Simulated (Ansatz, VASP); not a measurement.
## Two plane-wave programs on Al

The input INCAR:

```
SYSTEM = Al
PREC     = Accurate       ! precision mode
ENCUT    = 520            ! plane-wave cutoff, eV
EDIFF    = 1E-6           ! SCF threshold, eV
ISMEAR   = 0              ! smearing method
SIGMA    = 0.15           ! smearing width, eV
LREAL    = .False.        ! projectors in reciprocal space
LASPH    = .True.         ! aspherical terms in the spheres
NELM     = 80             ! most SCF steps
ALGO     = Fast           ! electronic algorithm
ISIF     = 2              ! what is computed and relaxed
LWAVE    = .False.        ! write WAVECAR
LCHARG   = .False.        ! write CHGCAR
GGA      = PS             ! functional
IVDW     = 12             ! dispersion correction
NBANDS   = 14             ! bands
```

Contents of KPOINTS:

```
regular mesh
0
Gamma
  18 18 6
  0 0 0
```

The input POSCAR:

```
Al
1.0
    2.6047000000      0.0000000000      0.0000000000
   -1.3023500000      2.2557363693      0.0000000000
    0.0000000000      0.0000000000      9.1920208392
Al
4
Direct
    0.0000000000      0.0000000000      0.0000000000
    0.3333333333      0.6666666667      0.2500000000
    0.0000000000      0.0000000000      0.5000000000
    0.6666666667      0.3333333333      0.7500000000
```

Input for Ansatz:

```yaml
crystal:
  lattice:
    - [2.6047, 0.0, 0.0]
    - [-1.30235, 2.2557363693, 0.0]
    - [0.0, 0.0, 9.1920208392]
  atoms:
    - { symbol: Al, position: [0.0, 0.0, 0.0] }
    - { symbol: Al, position: [0.3333333333, 0.6666666667, 0.25] }
    - { symbol: Al, position: [0.0, 0.0, 0.5] }
    - { symbol: Al, position: [0.6666666667, 0.3333333333, 0.75] }
basis:
  ecutwfc: 420
kpoints:
  mp_grid: { grid: [18, 18, 6] }
hamiltonian:
  xc: pbesol
  pseudopotentials: { kind: paw, azcp: { folder: soft_1 } }
  dispersion: d3bj
scf:
  occupations: { method: gaussian, width: 0.15 }
output:
  forces: true
  stress: true
  eigenvalues: true
```

Alike in both runs: task single point; functional PBEsol; dispersion D3(BJ); k mesh 18 × 18 × 6; occupations gaussian, width 0.15 eV; no spin polarisation.

```csv
,VASP,Ansatz
version,VASP 6.6.1,Ansatz 0.2.0
potentials or method,"VASP PAW PBE potentials, release 64 (Al), cutoff 520 eV","scalar-relativistic, plane waves, PAW"
valence electrons in the cell,12,12
```

Ansatz gave:

* gap on the k mesh at the Fermi level (eV): none
* pressure (GPa): 19.0
* traceless stress, the component that is largest in VASP (GPa): -9.01

**Question.** What did VASP give for the same quantities?

**Answer.** gap on the k mesh at the Fermi level (eV): none; pressure (GPa): 19.2; traceless stress, the component that is largest in VASP (GPa): -9.09.

VASP's potentials were made for PBE, not for PBEsol, and Ansatz warns of the same on its side. A gap of «none» marks a metal or a gap that the smearing closes.
